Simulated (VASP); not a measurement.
# ZnSe: single point with PBE

The system is ZnSe.

```
Zn Se
1.0
     4.05380    0.00000    0.00000
     0.00000    4.05380    0.00000
     0.00000    0.00000    5.73294
Zn Se
2 2
Direct
  0.00000 0.00000 0.00000
  0.50000 0.50000 0.50000
  0.00000 0.50000 0.25000
  0.50000 0.00000 0.75000
```

```
Program                : VASP 6.6.1
Task                   : single point
Functional             : PBE
Potentials or basis    : VASP PAW PBE potentials, release 64 (Zn, Se)
Cutoff                 : 500 eV
k mesh                 : 8 × 8 × 6
Occupations            : gaussian, width 0.02 eV
Spin                   : no spin polarisation
Dipole correction      : no
Further INCAR settings : ALGO = Normal; EDIFF = 1e-06; NBANDS = 26
```

```json
{
 "Pressure": "0.2 GPa",
 "Band gap on the k mesh": "1.15 eV"
}
```

Levels at points of the mesh, in eV from the valence-band top:
| k point | band 15 | band 16 | band 17 | band 18 | band 19 | band 20 | band 21 | band 22 |
| --- | --- | --- | --- | --- | --- | --- | --- | --- |
| (0.00, 0.00, 0.00) | -2.06 | 0.00 | 0.00 | 0.00 | 1.15 | 3.06 | 3.46 | 5.81 |
| (0.50, 0.00, 0.00) | -2.41 | -2.41 | -0.86 | -0.86 | 4.05 | 4.05 | 6.34 | 6.34 |
| (0.50, 0.50, 0.00) | -2.06 | -2.06 | -2.06 | -2.06 | 3.06 | 3.06 | 3.46 | 3.46 |
| (0.00, 0.00, 0.50) | -1.18 | -1.18 | -1.18 | -1.18 | 3.84 | 3.84 | 4.04 | 4.04 |
| (0.50, 0.00, 0.50) | -0.82 | -0.82 | -0.82 | -0.82 | 2.48 | 2.48 | 6.39 | 6.39 |
| (0.50, 0.50, 0.50) | -2.63 | -2.63 | -2.51 | -2.51 | 5.39 | 5.39 | 5.48 | 5.48 |

It took 3.3 min on 1 thread of Intel Xeon 8259CL, with other jobs on the host, peak memory 0.26 GiB.
